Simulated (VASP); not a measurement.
Write the native input for VASP 6.6.1 that does the following.

| Quantity | Value |
| --- | --- |
| Task | single point |
| Functional | LDA |
| Potentials or basis | VASP PAW LDA potentials, release 64 (Ga_d, N) |
| Cutoff | 520 eV |
| k mesh | 16 × 16 × 16 |
| Occupations | fermi-dirac, width 0.08 eV |
| Spin | no spin polarisation |
| Dipole correction | no |
| Further INCAR settings | ALGO = Normal; EDIFF = 1e-06; NBANDS = 16 |

The structure of GaN lies in POSCAR:

```
GaN
1.0
    0.0000000000      2.2277052402      2.2277052402
    2.2277052402      0.0000000000      2.2277052402
    2.2277052402      2.2277052402      0.0000000000
Ga N
1 1
Direct
    0.0000000000      0.0000000000      0.0000000000
    0.2500000000      0.2500000000      0.2500000000
```

The input as run:

INCAR

```
SYSTEM = GaN
PREC     = Accurate       ! precision mode
ENCUT    = 520            ! plane-wave cutoff, eV
EDIFF    = 1E-6           ! SCF threshold, eV
ISMEAR   = -1             ! smearing method
SIGMA    = 0.08           ! smearing width, eV
LREAL    = .False.        ! projectors in reciprocal space
LASPH    = .True.         ! aspherical terms in the spheres
NELM     = 60             ! most SCF steps
ALGO     = Normal         ! electronic algorithm
ISIF     = 2              ! what is computed and relaxed
LWAVE    = .False.        ! write WAVECAR
LCHARG   = .False.        ! write CHGCAR
NBANDS   = 16             ! bands
```

KPOINTS

```
Automatic mesh
0
Gamma
  16 16 16
  0 0 0
```

Potentials or basis: VASP PAW LDA potentials, release 64 (Ga_d, N).

The run is started by

```bash
$ cat potpaw_LDA.64/Ga_d/POTCAR potpaw_LDA.64/N/POTCAR > POTCAR
$ mpirun -np 1 vasp_std > vasp.out
```

It gave:

```
Pressure               : 1.1 GPa
Band gap on the k mesh : 1.97 eV
```

It took 81 s on 1 thread of AMD EPYC 7R43 64-Core Processor (Zen 3), on a shared host, peak memory 0.12 GiB.
